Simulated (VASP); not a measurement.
Pt: single point with PBEsol

The system is Pt.

```
Pt
1.0
     2.73616   -0.00006   -0.00021
    -1.36813    2.37251   -0.00113
    -0.00036   -0.00247    4.77354
Pt
2
Direct
  0.65432 0.32392 0.73550
  0.32873 0.71634 0.22366
```

```yaml
Program: VASP 6.6.1
Task: single point
Functional: PBEsol
Potentials_or_basis: VASP PAW PBE potentials, release 64 (Pt)
Cutoff: 520 eV
k_mesh: 7 × 7 × 4
Occupations: methfessel-paxton, width 0.1 eV
Spin: no spin polarisation
```

| Quantity | Value |
| --- | --- |
| Pressure | -5.5 GPa |
| Largest force | 0.593 eV/Å |
| Band gap on the k mesh | zero (band 10 reaches 10.85 eV, above the bottom of band 11 at 9.80 eV) |

Forces in eV/Å, atoms in the order of the input:
```
Pt   0.092  0.000 -0.586
Pt  -0.092  0.000  0.586
```

Stress tensor (GPa, compression positive):
```
-8.06  0.12 -0.02
 0.12 -6.31 -0.47
-0.02 -0.47 -2.12
```

Levels at points of the mesh, in eV from the Fermi level:
| k point | band 8 | band 9 | band 10 | band 11 | band 12 | band 13 |
| --- | --- | --- | --- | --- | --- | --- |
| (0.00, 0.00, 0.00) | -2.11 | -1.51 | -0.90 | -0.53 | 0.02 | 4.71 |
| (0.00, 0.00, 0.50) | -3.54 | -1.05 | -0.81 | -0.80 | -0.68 | 11.37 |

Run time: 20 s on 1 thread of Intel(R) Xeon(R) Platinum 8488C (Sapphire Rapids), with other jobs on the host, peak memory 0.17 GiB.

Caveat: the k points lie up to 0.38 Å⁻¹ apart; the PAW data sets were made with another functional, which shifts forces and pressure a little; spin-orbit coupling is left out, which moves the levels of the heavy elements.
